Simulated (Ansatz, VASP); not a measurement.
Pd in VASP and in Ansatz

File INCAR:

```
ALGO = Normal
EDIFF = 1E-6
ENCUT = 520
GGA = RE
ISIF = 2
ISMEAR = -1
ISPIN = 2
LASPH = T
LCHARG = F
LMAXMIX = 4
LORBIT = 11
LREAL = F
LWAVE = F
MAGMOM = 0.45 0.45
NBANDS = 21
NELM = 150
PREC = Accurate
SIGMA = 0.05
```

Contents of KPOINTS:

```
k-points
0
Gamma
  11 11 11
```

The input POSCAR:

```
Pd
1.0
    0.0000000000      2.8957065362      2.8957065362
    2.8957065362      0.0000000000      2.8957065362
    2.8957065362      2.8957065362      0.0000000000
Pd
2
Direct
    0.1250000000      0.1250000000      0.1250000000
    0.8750000000      0.8750000000      0.8750000000
```

Input for Ansatz:

```yaml
crystal:
  lattice:
    - [0.0, 2.8957065362, 2.8957065362]
    - [2.8957065362, 0.0, 2.8957065362]
    - [2.8957065362, 2.8957065362, 0.0]
  atoms:
    - { symbol: Pd, position: [0.125, 0.125, 0.125], spin: 0.45 }
    - { symbol: Pd, position: [0.875, 0.875, 0.875], spin: 0.45 }
hamiltonian:
  xc: revpbe
  pseudopotentials:
    kind: paw
    azcp:
      Pd: "pseudopotentials/Pd.paw.azcp"
basis:
  ecutwfc: 420
  fft_grid_basis: typed
kpoints:
  mp_grid: { grid: [11, 11, 11], shift: [0, 0, 0] }
magnetization:
  spin_polarized: true
scf:
  occupations: { method: fermi_dirac, width: 0.05 }
  lower_state_search: "off"
output:
  stress: true
```

Alike in both runs: task single point; functional revPBE; k mesh 11 × 11 × 11; occupations fermi-dirac, width 0.05 eV; collinear spin.

|  | VASP | Ansatz |
| --- | --- | --- |
| version | VASP 6.6.1 | Ansatz 0.2.0 |
| potentials or method | VASP PAW PBE potentials, release 64 (Pd), cutoff 520 eV | plane waves (420 eV) with PAW, scalar-relativistic |
| valence electrons in the cell | 20 | 36 |

Ansatz gave:

| Item | Value |
| --- | --- |
| pressure (GPa) | 2.7 |
| net moment per atom (μB) | 0.48 |
| size of the moment on the site where the two differ most (μB) | 0.46 |

**Question.** Estimate VASP's values.

**Answer.** Pressure (GPa): 2.4; net moment per atom (μB): 0.48; size of the moment on the site where the two differ most (μB): 0.47.

VASP's potentials were made for PBE, not for revPBE. Site moments also hang on the region over which each program counts them. VASP's potentials hold 20 valence electrons a cell and Ansatz's 36, so a difference there can come from the potentials and not from the codes.
